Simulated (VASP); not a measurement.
Set up this calculation in VASP 6.6.1, as the native input.

```yaml
Task: relaxation of cell and atoms
Functional: PBE
Potentials_or_basis: VASP PAW PBE potentials, release 64 (In_d, As)
Cutoff: 600 eV
k_mesh: 10 × 10 × 10
Occupations: gaussian, width 0.1 eV
Spin: no spin polarisation
Dipole_correction: no
Further_INCAR_settings: ALGO = Fast; EDIFF = 1e-06; IBRION = 2; EDIFFG = -0.01; NSW = 100; ISIF = 3
```

The structure of In3As lies in POSCAR:

```
In3As
1.0
    4.6716810000      0.0000000000      0.0000000000
    0.0000000000      4.6716810000      0.0000000000
    0.0000000000      0.0000000000      4.6716810000
In As
3 1
Direct
    0.0000000000      0.5000000000      0.5000000000
    0.5000000000      0.0000000000      0.5000000000
    0.5000000000      0.5000000000      0.0000000000
    0.0000000000      0.0000000000      0.0000000000
```

One way to write it, as run:

INCAR

```
SYSTEM = In3As
PREC = Accurate ; ENCUT = 600
EDIFF = 1E-6 ; ISMEAR = 0
SIGMA = 0.1 ; LREAL = .False.
LASPH = .True. ; NELM = 80
ALGO = Fast ; ISIF = 3
LWAVE = .False. ; LCHARG = .False.
GGA = PE ; IBRION = 2
NSW = 100 ; EDIFFG = -0.01
```

KPOINTS

```
regular mesh
0
Gamma
  10 10 10
  0 0 0
```

Potentials or basis: VASP PAW PBE potentials, release 64 (In_d, As).

Command:

```bash
$ cat potpaw_PBE.64/In_d/POTCAR potpaw_PBE.64/As/POTCAR > POTCAR
$ mpirun -np 1 vasp_std > vasp.out
```

Results of the run:

| Property | Result |
| --- | --- |
| Relaxed volume | 25.71 Å³/atom |
| Relaxed cell | a = 4.685 Å, b = 4.685 Å, c = 4.685 Å, α = 90.00°, β = 90.00°, γ = 90.00° |
| Space group after relaxing (to 0.05 Å) | Pm-3m (No. 221) |
| Energy gained by relaxing | 0.2 meV/atom |
| Ionic steps | 2 |
| Pressure after relaxing | 0.0 GPa |
| Band gap on the k mesh | zero (band 22 reaches 6.99 eV, above the bottom of band 23 at 3.22 eV) |

Caveat: spin-orbit coupling is left out, which moves the levels of the heavy elements.

Wall time 11 min on 1 thread of AMD EPYC 7R13, on a shared host, peak memory 0.32 GiB.
